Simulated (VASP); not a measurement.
# Pt (P6_3/mmc) in VASP: notebook

Pt is run at these levels: PBE; tasks: single point.

All numbers are computed with VASP 6.6.1; they aren't measurements. Logs are shortened: lines on timing, memory, paths and dates and some standing lists are left out, and cuts for length are marked.

### 1 The cell of the first run

It takes space group P6_3/mmc (No. 194, hexagonal). The conventional cell has a = 2.759 Å, b = 2.759 Å, c = 4.602 Å, α = 90.00°, β = 90.00°, γ = 120.00°. Within 3.6 Å of Pt (site symmetry -6m2) lie 12 Pt at 2.76 to 2.80 Å.

### 2 Single point, PBE

Input file INCAR:

```
SYSTEM = Pt
ALGO     = Normal         ! electronic algorithm
EDIFF    = 1E-6           ! SCF threshold, eV
ENCUT    = 520            ! plane-wave cutoff, eV
GGA      = PE             ! functional
ISIF     = 2              ! what is computed and relaxed
ISMEAR   = 0              ! smearing method
LASPH    = .TRUE.         ! aspherical terms in the spheres
LCHARG   = .TRUE.         ! write CHGCAR
LELF     = .TRUE.         ! ELF
LREAL    = .FALSE.        ! projectors in reciprocal space
LVHAR    = .TRUE.       
LWAVE    = .FALSE.        ! write WAVECAR
NBANDS   = 17             ! bands
NELM     = 100            ! most SCF steps
PREC     = Accurate       ! precision mode
SIGMA    = 0.15           ! smearing width, eV
```

Input file KPOINTS:

```
k-points
0
G
  18 18 10
  0 0 0
```

Input file POSCAR:

```
Pt
1.0
    2.7585396147      0.0000000000      0.0000000000
   -1.3792698074      2.3889653837      0.0000000000
    0.0000000000      0.0000000000      4.6021000000
Pt
2
Direct
    0.6666666667      0.3333333333      0.7500000000
    0.3333333333      0.6666666667      0.2500000000
```

Potentials or basis: VASP PAW PBE potentials, release 64 (Pt).

Command:

```bash
cat potpaw_PBE.64/Pt/POTCAR > POTCAR
mpirun -np 1 vasp_std > vasp.out
```

OUTCAR:

```text
SYSTEM = Pt
   EDIFF = 1E-6
   ENCUT = 520
   GGA = PE
   ISIF = 2
   ISMEAR = 0
   LASPH = .TRUE.
   LREAL = .FALSE.
   NELM = 100
   PREC = Accurate

 ion  position               nearest neighbor table
   1  0.667  0.333  0.750-   2 2.80   2 2.80   2 2.80   2 2.80   2 2.80   2 2.80
   2  0.333  0.667  0.250-   1 2.80   1 2.80   1 2.80   1 2.80   1 2.80   1 2.80

  LATTYP: Found a hexagonal cell.
 ALAT       =     2.7585396147
 C/A-ratio  =     1.6683102811

  Lattice vectors:

 A1 = (   2.7585396147,   0.0000000000,   0.0000000000)
 A2 = (  -1.3792698074,   2.3889653837,   0.0000000000)
 A3 = (   0.0000000000,   0.0000000000,   4.6021000000)

Analysis of symmetry for initial positions (statically):
=====================================================================
 Subroutine PRICEL returns:
 Original cell was already a primitive cell.

 Routine SETGRP: Setting up the symmetry group for a
 hexagonal supercell.

 Subroutine GETGRP returns: Found 24 space group operations
 (whereof 12 operations were pure point group operations)
 out of a pool of 24 trial point group operations.

The static configuration has the point symmetry D_3d.
 The point group associated with its full space group is D_6h.

Analysis of symmetry for dynamics (positions and initial velocities):
=====================================================================
 Subroutine PRICEL returns:
 Original cell was already a primitive cell.

 Routine SETGRP: Setting up the symmetry group for a
 hexagonal supercell.

 Subroutine GETGRP returns: Found 24 space group operations
 (whereof 12 operations were pure point group operations)
 out of a pool of 24 trial point group operations.

The dynamic configuration has the point symmetry D_3d.
 The point group associated with its full space group is D_6h.

 Subroutine INISYM returns: Found 24 space group operations
 (whereof 12 operations are pure point group operations),
 and found     1 'primitive' translations

----------------------------------------------------------------------------------------

                                     Primitive cell

  volume of cell :      30.3281

  direct lattice vectors                    reciprocal lattice vectors
     2.758539615  0.000000000  0.000000000     0.362510654  0.209295624  0.000000000
    -1.379269807  2.388965384  0.000000000     0.000000000  0.418591247  0.000000000
     0.000000000  0.000000000  4.602100000     0.000000000  0.000000000  0.217292106

[... 76 lines left out ...]
   ICHARG =      2    charge: 1-file 2-atom 10-const
   ISPIN  =      1    spin polarized calculation?
   LNONCOLLINEAR =      F non collinear calculations
   LSORBIT =      F    spin-orbit coupling
   LASPH  =      T    aspherical Exc in radial PAW
   ENCUT  =  520.0 eV  38.22 Ry    6.18 a.u.   5.13  5.13  8.56*2*pi/ulx,y,z
   NELM   =    100;   NELMIN=  2; NELMDL= -5     # of ELM steps
   EDIFF  = 0.1E-05   stopping-criterion for ELM
   LREAL  =      F    real-space projection
   EDIFFG = 0.1E-04   stopping-criterion for IOM
   NSW    =      0    number of steps for IOM
   IBRION =     -1    ionic relax: 0-MD 1-quasi-New 2-CG
   NFREE  =      0    steps in history (QN), initial steepest desc. (CG)
   ISIF   =      2    stress and relaxation
   ISYM   =      2    0-nonsym 1-usesym 2-fastsym
   POTIM  = 0.5000    time-step for ionic-motion
   TEBEG  =    0.0;   TEEND  =   0.0 temperature during run
   PSTRESS=    0.0 pullay stress
   NELECT =      20.0000    total number of electrons
   NUPDOWN=      -1.0000    fix difference up-down
   EMIN   =  10.00;   EMAX   =-10.00  energy-range for DOS
   EFERMI =   0.00;   METHOD = LEGACY
   ISMEAR =     0;   SIGMA  =   0.15  broadening in eV -4-tet -1-fermi 0-gaus
   EFERMI_NEDOS =   21; number of points for ismear=-14 and -15
   IALGO  =     38    algorithm
   IMIX   =      4    mixing-type and parameters
     AMIX     =   0.40;   BMIX     =  1.00
     AMIX_MAG =   1.60;   BMIX_MAG =  1.00
  volume/ion in A,a.u.               =      15.16       102.33
  Fermi-wavevector in a.u.,A,eV,Ry     =   1.424961  2.692787 27.626836  2.030515
  Thomas-Fermi vector in A             =   2.545397
   LORBIT       =      0    0 simple, 1 ext, 2 COOP (PROOUT), +10 PAW based schemes
   GGA     = PE    functional components
   LHFCALC =     F    Hartree Fock is set to
   AEXX    =    0.0000 exact exchange contribution
   IVDW    =     0    specifies the selected vdW correction
   LEPSILON=     F    determine dielectric tensor
   LRPA    =     F    only Hartree local field effects (RPA)
 non-spin polarized calculation
 Gauss-broadening in eV      SIGMA  =   0.15
  energy-cutoff  :      520.00
  volume of cell :       30.33
 maximum number of plane-waves:       834
 NGX is ok and might be reduce to    24
   NGX = 11   NGY = 11   NGZ = 17

 number of electron      19.9999999 magnetization

 Free energy of the ion-electron system (eV)
  ---------------------------------------------------
  ext. energy  EPLUGINS =         0.00000000
  ---------------------------------------------------
  free energy    TOTEN  =       -12.05633832 eV

  energy without entropy =      -12.00969183  energy(sigma->0) =      -12.03301508

 E-fermi :  11.1484     XC(G=0): -13.4560

 val. band max:       11.1468682385   @ k =   0.2778   0.0000   0.1000
 cond. band min:      11.1538341706   @ k =   0.3889   0.1667   0.1000
 fundamental gap:      0.0069659320
 Fermi energy:        11.1484460228

 k-point     1 :       0.0000    0.0000    0.0000
  band No.  band energies     occupation
      1       1.0039      2.00000
      2       3.8237      2.00000
      3       7.2396      2.00000
      4       7.5185      2.00000
      5       7.5185      2.00000
      6       7.9789      2.00000
[... 457 lines left out ...]
      4       7.3870      2.00000
      5       7.6001      2.00000
      6       7.7549      2.00000
[... 9 lines left out ...]
     16      23.5758      0.00000
     17      25.2827      0.00000

 [... further k-points ...]
[... 5 lines left out ...]
  --------------------------------------------------------------------------------------
  -------------------------------------------------------------------------------------
  Total        1.4233187      1.4233187      2.5330397     -0.0000000      0.0000000     -0.0000000
  in kB       75.1913038     75.1913038    133.8158182     -0.0000000      0.0000000     -0.0000000
  external PRESSURE =      94.7328086 kB  Pullay stress =       0.0000000 kB

 VOLUME and BASIS-vectors are now :
 -----------------------------------------------------------------------------
  energy-cutoff  :      520.00
  volume of cell :       30.33
      direct lattice vectors                 reciprocal lattice vectors
     2.758539615  0.000000000  0.000000000     0.362510654  0.209295624  0.000000000
    -1.379269807  2.388965384  0.000000000     0.000000000  0.418591247  0.000000000
     0.000000000  0.000000000  4.602100000     0.000000000  0.000000000  0.217292106

 POSITION                                       TOTAL-FORCE (eV/Angst)
 -----------------------------------------------------------------------------------
      1.37927      0.79632      3.45158        -0.000000      0.000000      0.000000
     -0.00000      1.59264      1.15053         0.000000     -0.000000      0.000000
 -----------------------------------------------------------------------------------
    total drift:                                0.000000     -0.000000      0.000000

  FREE ENERGIE OF THE ION-ELECTRON SYSTEM (eV)
  ---------------------------------------------------
  free  energy   TOTEN  =       -12.0563383216 eV

  energy  without entropy=      -12.0096918323  energy(sigma->0) =      -12.03301508
```

stdout:

```text
POSCAR found type information on POSCAR Pt
 POSCAR found :  1 types and       2 ions
 scaLAPACK will be used
 LDA part: xc-table for (Slater+PW92), standard interpolation
 POSCAR, INCAR and KPOINTS ok, starting setup
 FFT: planning ... GRIDC
 FFT: planning ... GRID_SOFT
 FFT: planning ... GRID
 WAVECAR not read
 entering main loop
```

Run time: 32 s. Hardware: 1 thread of Intel Xeon Platinum 8481C at 2.70GHz (Sapphire Rapids), shared host; peak memory 0.23 GiB.

Results:

```
Free energy            : -12.0563 eV
Pressure               : 9.5 GPa
Band gap on the k mesh : zero (band 10 reaches 11.54 eV, above the bottom of band 11 at 10.25 eV)
```

Caveat: spin-orbit coupling is left out, which moves the levels of the heavy elements.

### 3 Single point, PBE

This run uses another cell than the first one, of 15.21 Å³/atom, 1.003 times its volume.

Input file INCAR:

```
PREC = Accurate ; ENCUT = 520
EDIFF = 1E-7 ; ISMEAR = 0
SIGMA = 0.15 ; LREAL = F
LASPH = T ; NELM = 60
ALGO = Fast ; ISIF = 2
LWAVE = F ; LCHARG = T
GGA = PE ; LELF = T
LVHAR = T ; NBANDS = 17
```

Input file KPOINTS:

```
regular mesh
0
Gamma
  18 18 10
```

Input file POSCAR:

```
Pt
1.0
    2.7103000000      0.0000000000      0.0000000000
   -1.3551500000      2.3471886519      0.0000000000
    0.0000000000      0.0000000000      4.7813829983
Pt
2
Direct
    0.6666666667      0.3333333333      0.7500000000
    0.3333333333      0.6666666667      0.2500000000
```

Potentials or basis: VASP PAW PBE potentials, release 64 (Pt).

Command:

```bash
cat potpaw_PBE.64/Pt/POTCAR > POTCAR
mpirun -np 1 vasp_std > vasp.out
```

Run time: 46 s. Hardware: 1 thread of Intel Xeon Platinum 8481C at 2.70GHz (Sapphire Rapids), shared host; peak memory 0.21 GiB.

It converged, with:

```
Free energy            : -12.0634 eV
Pressure               : 9.6 GPa
Band gap on the k mesh : zero (band 10 reaches 11.67 eV, above the bottom of band 11 at 10.26 eV)
```

Stress tensor (GPa, compression positive):
```
11.66  0.00  0.00
 0.00 11.66  0.00
 0.00  0.00  5.45
```

Levels at points of the mesh, in eV from the Fermi level:
```csv
k point,band 8,band 9,band 10,band 11,band 12,band 13
"(0.00, 0.00, 0.00)",-1.79,-1.79,-0.99,-0.21,-0.21,4.73
"(0.50, 0.00, 0.00)",-0.03,0.41,0.60,2.38,3.94,7.46
"(0.00, 0.00, 0.50)",-3.61,-0.81,-0.81,-0.81,-0.81,11.84
"(0.50, 0.00, 0.50)",-0.92,0.52,0.52,1.70,1.70,6.84
```

Caveat: spin-orbit coupling is left out, which moves the levels of the heavy elements.
